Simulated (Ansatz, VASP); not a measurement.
**GeCl5 in VASP and in Ansatz**

```
Ge Cl
1.0
     4.60877    0.00000    0.00000
    -2.30438    3.99131    0.00000
     0.00000    0.00000   10.60088
Ge Cl
1 5
Direct
  0.00000 0.00000 0.00000
  0.00000 0.00000 0.50000
  0.33333 0.66667 0.50000
  0.00000 0.00000 0.78816
  0.00000 0.00000 0.21184
  0.33333 0.66667 0.00000
```

Alike in both runs: functional PBE; k mesh 12 × 12 × 4; occupations gaussian, width 0.1 eV; no spin polarisation.

Ansatz relaxed the structure, and its values are those at the end. VASP's run is a single point on that final structure, the one shown.

|  | VASP | Ansatz |
| --- | --- | --- |
| version | VASP 6.6.1 | Ansatz 0.2.0 |
| potentials or method | VASP PAW PBE potentials, release 64 (Ge_d, Cl), cutoff 520 eV | scalar-relativistic, plane waves, PAW |
| valence electrons in the cell | 49 | 49 |

```tsv
	VASP	Ansatz	Ansatz less VASP
gap on the k mesh at the Fermi level (eV)	none	none	-
pressure (GPa)	-0.1	0.0	+0.08
rms of the force components (eV/Å)	0.003	0.003	-0.0003
```

A gap of «none» marks a metal or a gap that the smearing closes.
